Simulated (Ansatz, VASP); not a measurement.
**Ta2GeO: VASP beside Ansatz**

```xyz
4
Lattice="2.4883 -2.4885 0.0000 2.4883 2.4885 0.0000 0.0000 0.0000 4.9417" Properties=species:S:1:pos:R:3 pbc="T T T"
Ta    2.4883    0.0000    0.0000
Ta    0.0000    0.0000    2.4709
Ge    0.0000    0.0000    0.0000
O     2.4883    0.0000    2.4709
```

Alike in both runs: functional PBE; k mesh 4 × 4 × 4; occupations gaussian, width 0.1 eV; no spin polarisation.

Ansatz relaxed the structure, and its values are those at the end. VASP's run is a single point on that final structure, the one shown.

|  | VASP | Ansatz |
| --- | --- | --- |
| version | VASP 6.6.1 | Ansatz 0.2.0 |
| potentials or method | VASP PAW PBE potentials, release 64 (Ta_pv, Ge_d, O), cutoff 520 eV | scalar-relativistic, plane waves, PAW |
| valence electrons in the cell | 42 | 46 |

Ansatz gave:

```
gap on the k mesh at the Fermi level (eV) : none
pressure (GPa)                            : 0.1
```

Estimate VASP's values.

gap on the k mesh at the Fermi level (eV): none; pressure (GPa): 0.3.

A gap of «none» marks a metal or a gap that the smearing closes. With one functional, cell and mesh, what is left measures potentials, basis and numerics. VASP's potentials hold 42 valence electrons a cell and Ansatz's 46, so a difference there can come from the potentials and not from the codes.

The k mesh is coarse, so the values compare programs but aren't converged. Neither program's run includes spin-orbit coupling.
